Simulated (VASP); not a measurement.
# WS3 (P6_3/mmc) in VASP: single point with PBE

Aim: the single point of WS3 with PBE.

Everything below comes from runs of VASP 6.6.1. Logs are shortened: lines on timing, memory, paths and dates and some standing lists are left out, and cuts for length are marked.

**1. The cell of the first run**

The structure is hexagonal, space group P6_3/mmc (No. 194). The conventional cell has a = 10.289 Å, b = 10.289 Å, c = 2.925 Å, α = 90.00°, β = 90.00°, γ = 120.00°. W (site symmetry -6m2) has 6 S at 2.38 Å and 2 W at 2.93 Å within 3.1 Å. S (site symmetry mm2) has 2 W at 2.38 Å and 2 S at 2.93 Å within 3.1 Å.

**2. Single point, PBE**

INCAR reads:

```
SYSTEM = WS3
ALGO = Normal
EDIFF = 1E-6
ENCUT = 520
GGA = PE
ISIF = 2
ISMEAR = 0
LASPH = .True.
LCHARG = .False.
LREAL = .False.
LWAVE = .False.
NBANDS = 42
NELM = 80
PREC = Accurate
SIGMA = 0.1
```

KPOINTS reads:

```
k-points
0
Gamma
  4 3 3
  0 0 0
```

POSCAR reads:

```
WS3
1.0
    0.0000000000      0.0000000000      2.9251296390
   10.2891257795      0.0000000000      0.0000000000
   -5.1445628898      8.9106443077      0.0000000000
W S
2 6
Direct
    0.7500000000      0.3333333333      0.6666666667
    0.2500000000      0.6666666667      0.3333333333
    0.2500000000      0.2282833542      0.4565667083
    0.2500000000      0.5434332917      0.7717166458
    0.2500000000      0.2282833542      0.7717166458
    0.7500000000      0.7717166458      0.5434332917
    0.7500000000      0.4565667083      0.2282833542
    0.7500000000      0.7717166458      0.2282833542
```

Potentials or basis: VASP PAW PBE potentials, release 64 (W_sv, S).

On the command line:

```console
$ cat potpaw_PBE.64/W_sv/POTCAR potpaw_PBE.64/S/POTCAR > POTCAR
$ mpirun -np 1 vasp_std > vasp.out
```

OUTCAR:

```text
SYSTEM = WS3
   EDIFF = 1E-6
   ENCUT = 520
   GGA = PE
   ISIF = 2
   ISMEAR = 0
   LASPH = .True.
   LREAL = .False.
   NELM = 80
   PREC = Accurate

 ion  position               nearest neighbor table
   1  0.750  0.333  0.667-   5 2.38   5 2.38   3 2.38   3 2.38   4 2.38   4 2.38
   2  0.250  0.667  0.333-   8 2.38   8 2.38   6 2.38   6 2.38   7 2.38   7 2.38
   3  0.250  0.228  0.457-   1 2.38   1 2.38
   4  0.250  0.543  0.772-   1 2.38   1 2.38
   5  0.250  0.228  0.772-   1 2.38   1 2.38
   6  0.750  0.772  0.543-   2 2.38   2 2.38
   7  0.750  0.457  0.228-   2 2.38   2 2.38
   8  0.750  0.772  0.228-   2 2.38   2 2.38

  LATTYP: Found a hexagonal cell.
 ALAT       =    10.2891257795
 C/A-ratio  =     0.2842933114

  Lattice vectors:

 A1 = (  10.2891257795,   0.0000000000,   0.0000000000)
 A2 = (  -5.1445628898,   8.9106443077,   0.0000000000)
 A3 = (   0.0000000000,   0.0000000000,   2.9251296390)

Analysis of symmetry for initial positions (statically):
=====================================================================
 Subroutine PRICEL returns:
 Original cell was already a primitive cell.

 Routine SETGRP: Setting up the symmetry group for a
 hexagonal supercell.

 Subroutine GETGRP returns: Found 24 space group operations
 (whereof 12 operations were pure point group operations)
 out of a pool of 24 trial point group operations.

The static configuration has the point symmetry D_3d.
 The point group associated with its full space group is D_6h.

Analysis of symmetry for dynamics (positions and initial velocities):
=====================================================================
 Subroutine PRICEL returns:
 Original cell was already a primitive cell.

 Routine SETGRP: Setting up the symmetry group for a
 hexagonal supercell.

 Subroutine GETGRP returns: Found 24 space group operations
 (whereof 12 operations were pure point group operations)
 out of a pool of 24 trial point group operations.

The dynamic configuration has the point symmetry D_3d.
 The point group associated with its full space group is D_6h.

 Subroutine INISYM returns: Found 24 space group operations
 (whereof 12 operations are pure point group operations),
 and found     1 'primitive' translations

----------------------------------------------------------------------------------------

                                     Primitive cell

  volume of cell :     268.1839

  direct lattice vectors                    reciprocal lattice vectors
     0.000000000  0.000000000  2.925129639     0.000000000  0.000000000  0.341865190
    10.289125780  0.000000000  0.000000000     0.097189987  0.056112665  0.000000000
    -5.144562890  8.910644308  0.000000000     0.000000000  0.112225330  0.000000000

  length of vectors
     2.925129639 10.289125780 10.289125779     0.341865190  0.112225330  0.112225330

  position of ions in fractional coordinates (direct lattice)
     0.750000000  0.333333333  0.666666667
     0.250000000  0.666666667  0.333333333
     0.250000000  0.228283354  0.456566708
     0.250000000  0.543433292  0.771716646
     0.250000000  0.228283354  0.771716646
     0.750000000  0.771716646  0.543433292
     0.750000000  0.456566708  0.228283354
     0.750000000  0.771716646  0.228283354

  ion indices of the primitive-cell ions
   primitive index   ion index
                 1           1
                 2           2
                 3           3
                 4           4
                 5           5
                 6           6
                 7           7
                 8           8

----------------------------------------------------------------------------------------

 KPOINTS: k-points

Automatic generation of k-mesh.
 Grid dimensions read from file:
 generate k-points for:    4    3    3

 Generating k-lattice:

  Cartesian coordinates                     Fractional coordinates (reciprocal lattice)
     0.000000000  0.000000000  0.085466298     0.250000000  0.000000000  0.000000000
     0.032396662  0.018704222  0.000000000     0.000000000  0.333333333 -0.000000000
     0.000000000  0.037408443  0.000000000     0.000000000  0.000000000  0.333333333

  Length of vectors
     0.085466298  0.037408443  0.037408443

  Shift w.r.t. Gamma in fractional coordinates (k-lattice)
     0.000000000  0.000000000  0.000000000

 Subroutine IBZKPT returns following result:
 ===========================================

 Found      9 irreducible k-points:

 Following reciprocal coordinates:
            Coordinates               Weight
  0.000000  0.000000  0.000000      1.000000
  0.250000  0.000000  0.000000      2.000000
  0.500000  0.000000  0.000000      1.000000
  0.000000  0.333333  0.000000      6.000000
  0.250000  0.333333  0.000000     12.000000
  0.500000  0.333333  0.000000      6.000000
  0.000000  0.333333  0.333333      2.000000
  0.250000  0.333333  0.333333      4.000000
  0.500000  0.333333  0.333333      2.000000
   k-points           NKPTS =      9   k-points in BZ     NKDIM =      9   number of bands    NBANDS=     42
   number of dos      NEDOS =    301   number of ions     NIONS =      8
   total plane-waves  NPLWV = 153600
   dimension x,y,z NGX =    24 NGY =   80 NGZ =   80
   dimension x,y,z NGXF=    48 NGYF=  160 NGZF=  160
   ions per type =               2   6
   NGX,Y,Z   is equivalent  to a cutoff of  13.64, 12.93, 12.93 a.u.
   NGXF,Y,Z  is equivalent  to a cutoff of  27.28, 25.85, 25.85 a.u.
 SYSTEM =  WS3
   PREC   = accura    normal or accurate (medium, high low for compatibility)
   ISTART =      0    job   : 0-new  1-cont  2-samecut
   ICHARG =      2    charge: 1-file 2-atom 10-const
   ISPIN  =      1    spin polarized calculation?
   LNONCOLLINEAR =      F non collinear calculations
   LSORBIT =      F    spin-orbit coupling
   LASPH  =      T    aspherical Exc in radial PAW
   ENCUT  =  520.0 eV  38.22 Ry    6.18 a.u.   5.44 19.13 19.13*2*pi/ulx,y,z
   NELM   =     80;   NELMIN=  2; NELMDL= -5     # of ELM steps
   EDIFF  = 0.1E-05   stopping-criterion for ELM
   LREAL  =      F    real-space projection
   EDIFFG = 0.1E-04   stopping-criterion for IOM
   NSW    =      0    number of steps for IOM
   IBRION =     -1    ionic relax: 0-MD 1-quasi-New 2-CG
   NFREE  =      0    steps in history (QN), initial steepest desc. (CG)
   ISIF   =      2    stress and relaxation
   ISYM   =      2    0-nonsym 1-usesym 2-fastsym
   POTIM  = 0.5000    time-step for ionic-motion
   TEBEG  =    0.0;   TEEND  =   0.0 temperature during run
   PSTRESS=    0.0 pullay stress
   NELECT =      64.0000    total number of electrons
   NUPDOWN=      -1.0000    fix difference up-down
   EMIN   =  10.00;   EMAX   =-10.00  energy-range for DOS
   EFERMI =   0.00;   METHOD = LEGACY
   ISMEAR =     0;   SIGMA  =   0.10  broadening in eV -4-tet -1-fermi 0-gaus
   EFERMI_NEDOS =   21; number of points for ismear=-14 and -15
   IALGO  =     38    algorithm
   IMIX   =      4    mixing-type and parameters
     AMIX     =   0.40;   BMIX     =  1.00
     AMIX_MAG =   1.60;   BMIX_MAG =  1.00
  volume/ion in A,a.u.               =      33.52       226.22
  Fermi-wavevector in a.u.,A,eV,Ry     =   1.015447  1.918917 14.029410  1.031133
  Thomas-Fermi vector in A             =   2.148733
   LORBIT       =      0    0 simple, 1 ext, 2 COOP (PROOUT), +10 PAW based schemes
   GGA     = PE    functional components
   LHFCALC =     F    Hartree Fock is set to
   AEXX    =    0.0000 exact exchange contribution
   IVDW    =     0    specifies the selected vdW correction
   LEPSILON=     F    determine dielectric tensor
   LRPA    =     F    only Hartree local field effects (RPA)
 non-spin polarized calculation
 Gauss-broadening in eV      SIGMA  =   0.10
  energy-cutoff  :      520.00
  volume of cell :      268.18
 maximum number of plane-waves:      7287
 NGX is ok and might be reduce to    24
   NGX = 11   NGY = 39   NGZ = 39

 number of electron      64.0000002 magnetization

 Free energy of the ion-electron system (eV)
  ---------------------------------------------------
  ext. energy  EPLUGINS =         0.00000000
  ---------------------------------------------------
  free energy    TOTEN  =       -53.39415677 eV

  energy without entropy =      -53.39411854  energy(sigma->0) =      -53.39413765

 E-fermi :   1.0271     XC(G=0):  -7.1342

 val. band max:        0.7568418599   @ k =   0.5000   0.3333   0.3333
 cond. band min:       1.2991876620   @ k =   0.5000   0.3333   0.3333
 fundamental gap:      0.5423458022
 Fermi energy:         1.0271319161

 k-point     1 :       0.0000    0.0000    0.0000
  band No.  band energies     occupation
      1     -74.0450      2.00000
      2     -74.0450      2.00000
      3     -38.3144      2.00000
      4     -38.3144      2.00000
      5     -38.3144      2.00000
      6     -38.3144      2.00000
[... 34 lines left out ...]
     41       5.1350      0.00000
     42       5.3070      0.00000

 k-point     2 :       0.2500    0.0000    0.0000
  band No.  band energies     occupation
      1     -74.0319      2.00000
      2     -74.0318      2.00000
      3     -38.2811      2.00000
      4     -38.2811      2.00000
      5     -38.2811      2.00000
      6     -38.2811      2.00000
[... 34 lines left out ...]
     41       4.3518      0.00000
     42       4.3518      0.00000

 k-point     3 :       0.5000    0.0000    0.0000
  band No.  band energies     occupation
      1     -74.0186      2.00000
      2     -74.0186      2.00000
      3     -38.4558      2.00000
      4     -38.4558      2.00000
      5     -38.2476      2.00000
      6     -38.2476      2.00000
[... 222 lines left out ...]
      4     -38.2811      2.00000
      5     -38.2811      2.00000
      6     -38.2811      2.00000
[... 34 lines left out ...]
     41       4.2146      0.00000
     42       4.4262      0.00000

 k-point     9 :       0.5000    0.3333    0.3333
  band No.  band energies     occupation
      1     -74.0186      2.00000
      2     -74.0186      2.00000
      3     -38.4558      2.00000
      4     -38.4558      2.00000
      5     -38.2476      2.00000
      6     -38.2476      2.00000
[... 34 lines left out ...]
     41       5.7390      0.00000
     42       5.7390      0.00000

------------------------ aborting loop because EDIFF is reached ----------------------------------------

  FORCE on cell =-STRESS in cart. coord.  units (eV):
  Direction    XX          YY          ZZ          XY          YZ          ZX
  --------------------------------------------------------------------------------------
  -------------------------------------------------------------------------------------
  Total        0.0697726      0.0697726      1.0213068     -0.0000000     -0.0000000      0.0000000
  in kB        0.4168335      0.4168335      6.1014644     -0.0000000     -0.0000000      0.0000000
  external PRESSURE =       2.3117105 kB  Pullay stress =       0.0000000 kB

 VOLUME and BASIS-vectors are now :
 -----------------------------------------------------------------------------
  energy-cutoff  :      520.00
  volume of cell :      268.18
      direct lattice vectors                 reciprocal lattice vectors
     0.000000000  0.000000000  2.925129639     0.000000000  0.000000000  0.341865190
    10.289125780  0.000000000  0.000000000     0.097189987  0.056112665  0.000000000
    -5.144562890  8.910644308  0.000000000     0.000000000  0.112225330  0.000000000

 POSITION                                       TOTAL-FORCE (eV/Angst)
 -----------------------------------------------------------------------------------
     -0.00000      5.94043      2.19385         0.000000      0.000000      0.000000
      5.14456      2.97021      0.73128         0.000000     -0.000000      0.000000
      0.00000      4.06830      0.73128         0.000000     -0.049849      0.000000
      1.62131      6.87649      0.73128         0.043170      0.024924      0.000000
     -1.62131      6.87649      0.73128        -0.043170      0.024924      0.000000
      5.14456      4.84234      2.19385        -0.000000      0.049849      0.000000
      3.52325      2.03415      2.19385        -0.043170     -0.024924      0.000000
      6.76587      2.03415      2.19385         0.043170     -0.024924      0.000000
 -----------------------------------------------------------------------------------
    total drift:                                0.000001     -0.000000      0.000000

  FREE ENERGIE OF THE ION-ELECTRON SYSTEM (eV)
  ---------------------------------------------------
  free  energy   TOTEN  =       -53.3941567663 eV

  energy  without entropy=      -53.3941185387  energy(sigma->0) =      -53.39413765
```

Run time: 76 s. Hardware: 1 thread of Intel Xeon 6975P-C (Granite Rapids), shared host; peak memory 0.4 GiB.

What came out:

- Free energy: -53.3942 eV
- Pressure: 0.2 GPa
- Largest force: 0.050 eV/Å
- Band gap on the k mesh: 0.54 eV

Forces on the atoms (eV/Å):
```
W    0.000  0.000  0.000
W    0.000  0.000  0.000
S    0.000 -0.050  0.000
S    0.043  0.025  0.000
S   -0.043  0.025  0.000
S    0.000  0.050  0.000
S   -0.043 -0.025  0.000
S    0.043 -0.025  0.000
```

Stress tensor (GPa, compression positive):
```
0.04 0.00 0.00
0.00 0.04 0.00
0.00 0.00 0.61
```

Levels at points of the mesh, in eV from the valence-band top:
```csv
k point,band 28,band 29,band 30,band 31,band 32,band 33,band 34,band 35,band 36,band 37
"(0.00, 0.00, 0.00)",-1.85,-1.63,-1.43,-1.21,-0.85,0.84,0.89,2.03,2.03,2.47
"(0.50, 0.00, 0.00)",-0.84,-0.84,-0.84,0.00,0.00,0.56,0.56,0.56,0.56,3.13
```

Caveat: the k points lie up to 0.54 Å⁻¹ apart; spin-orbit coupling is left out, which moves the levels of the heavy elements; this functional lacks dispersion, which binds layers or chains, so the pressure and a relaxed spacing across them are unreliable. A k mesh can miss the band edges.
